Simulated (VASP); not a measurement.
A run of VASP 6.6.1 is set up as follows.

File POSCAR:

```
SnO2
1.0
    4.5701507755      0.0000000000      0.0000000000
    0.0000000000      4.5701507755      0.0000000000
    0.0000000000      0.0000000000      3.3039683021
Sn O
2 4
Direct
    0.0000000000      0.0000000000      0.0000000000
    0.5000000000      0.5000000000      0.5000000000
    0.3072751041      0.3072751041      0.0000000000
    0.1927248959      0.8072751041      0.5000000000
    0.8072751041      0.1927248959      0.5000000000
    0.6927248959      0.6927248959      0.0000000000
```

INCAR.step1

```
SYSTEM = SnO2
PREC = Accurate
ENCUT = 520
ISMEAR = 0
SIGMA = 0.01
LREAL = .False.
LASPH = .True.
NELM = 60
NBANDS = 35
GGA = PE
ALGO = Normal
EDIFF = 1E-4
LWAVE = .True.
LCHARG = .False.
```

The input INCAR.step2:

```
SYSTEM = SnO2
PREC = Accurate
ENCUT = 520
EDIFF = 1E-7
ISMEAR = 0
SIGMA = 0.01
LREAL = .False.
LASPH = .True.
NELM = 60
ALGO = Normal
ISIF = 2
LWAVE = .False.
LCHARG = .True.
METAGGA = R2SCAN
LMIXTAU = .True.
LELF = .True.
LVHAR = .True.
NBANDS = 35
ISTART = 1
```

File KPOINTS:

```
Automatic mesh
0
Gamma
  6 6 8
  0 0 0
```

Potentials or basis: VASP PAW PBE potentials, release 64 (Sn_d, O).

Command:

```console
$ cat potpaw_PBE.64/Sn_d/POTCAR potpaw_PBE.64/O/POTCAR > POTCAR
$ cp INCAR.step1 INCAR
$ mpirun -np 1 vasp_std > vasp.out
$ cp INCAR.step2 INCAR
$ mpirun -np 1 vasp_std > vasp.out
```

Task: Estimate the band gap on the k mesh.

Result: 2.23 eV, direct.

Task: Estimate the pressure.

Result: 11.0 GPa.

Task: Predict the largest force.

Result: 0.013 eV/Å.

Stress tensor (GPa, compression positive):
```
15.72  0.00  0.00
 0.00 15.72  0.00
 0.00  0.00  1.45
```

Caveat: the cell differs from its parent crystal (epitaxial xy strain -4.0%); the PAW data sets were made with another functional, which shifts forces and pressure a little; spin-orbit coupling is left out, which moves the levels of the heavy elements.
